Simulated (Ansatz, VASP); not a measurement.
**One calculation of BeGaN, two programs**

File INCAR:

```
SYSTEM = BeGaN
PREC     = Accurate       ! precision mode
ENCUT    = 600            ! plane-wave cutoff, eV
EDIFF    = 1E-6           ! SCF threshold, eV
ISMEAR   = 0              ! smearing method
SIGMA    = 0.1            ! smearing width, eV
LREAL    = .FALSE.        ! projectors in reciprocal space
LASPH    = .TRUE.         ! aspherical terms in the spheres
NELM     = 100            ! most SCF steps
ALGO     = Normal         ! electronic algorithm
ISIF     = 3              ! what is computed and relaxed
LWAVE    = .FALSE.        ! write WAVECAR
LCHARG   = .FALSE.        ! write CHGCAR
GGA      = PE             ! functional
IBRION   = 2              ! ionic algorithm
NSW      = 90             ! ionic steps
EDIFFG   = -0.04          ! ionic threshold
```

Contents of KPOINTS:

```
regular mesh
0
G
  6 6 4
  0 0 0
```

The input POSCAR:

```
BeGaN
1.0
    2.9830174000      0.0000000000      0.0000000000
    0.0000000000      2.9830174000      0.0000000000
    0.0000000000      0.0000000000      7.1040423100
Be Ga N
2 2 2
Direct
    0.5000000000      0.0000000000      0.1791800000
    0.0000000000      0.5000000000      0.8208200000
    0.0000000000      0.5000000000      0.3838599900
    0.5000000000      0.0000000000      0.6161400100
    0.0000000000      0.0000000000      0.5000000000
    0.5000000000      0.5000000000      0.5000000000
```

Input for Ansatz:

```yaml
crystal:
  lattice:
    - [2.9830174, 0.0, 0.0]
    - [0.0, 2.9830174, 0.0]
    - [0.0, 0.0, 7.10404231]
  atoms:
    - { symbol: Be, position: [0.5, 0.0, 0.17918] }
    - { symbol: Be, position: [0.0, 0.5, 0.82082] }
    - { symbol: Ga, position: [0.0, 0.5, 0.38385999] }
    - { symbol: Ga, position: [0.5, 0.0, 0.61614001] }
    - { symbol: "N", position: [0.0, 0.0, 0.5] }
    - { symbol: "N", position: [0.5, 0.5, 0.5] }
basis:
  ecutwfc: 420
kpoints:
  mp_grid: { grid: [6, 6, 4] }
hamiltonian:
  xc: pbe
scf:
  occupations: { method: gaussian, width: 0.1 }
  lower_state_search: "off"
output:
  forces: true
  stress: true
  eigenvalues: true
relax:
  adjacent_minimum: "off"
  f_tol: 0.04
  max_steps: 70
  cell: { stress_tol: 0.4 }
```

Change from the starting cell: species swapped into the LuIO type (P4/nmm, No. 129).

Alike in both runs: task relaxation of cell and atoms; functional PBE; k mesh 6 × 6 × 4; occupations gaussian, width 0.1 eV; no spin polarisation.

|  | VASP | Ansatz |
| --- | --- | --- |
| version | VASP 6.6.1 | Ansatz 0.2.0 |
| potentials or method | VASP PAW PBE potentials, release 64 (Be, Ga_d, N), cutoff 600 eV | scalar-relativistic, plane waves, PAW |
| valence electrons in the cell | 40 | 40 |

Ansatz gave:

```
gap on the k mesh at the Fermi level, each at its own relaxed structure (eV) : none
relaxed volume (Å³/atom)                                                     : 13.36
relaxed cell length with the largest relative difference (Å)                 : 6.565
```

Task: Estimate VASP's values.

Result: gap on the k mesh at the Fermi level, each at its own relaxed structure (eV): none; relaxed volume (Å³/atom): 12.29; relaxed cell length with the largest relative difference (Å): 5.985.

A gap of «none» marks a metal or a gap that the smearing closes. One of these differences is far larger than is usual between the two programs; its cause wasn't traced.

Noted on VASP's run: the volume moved by over 15 % at a fixed basis, so the end points are rough.
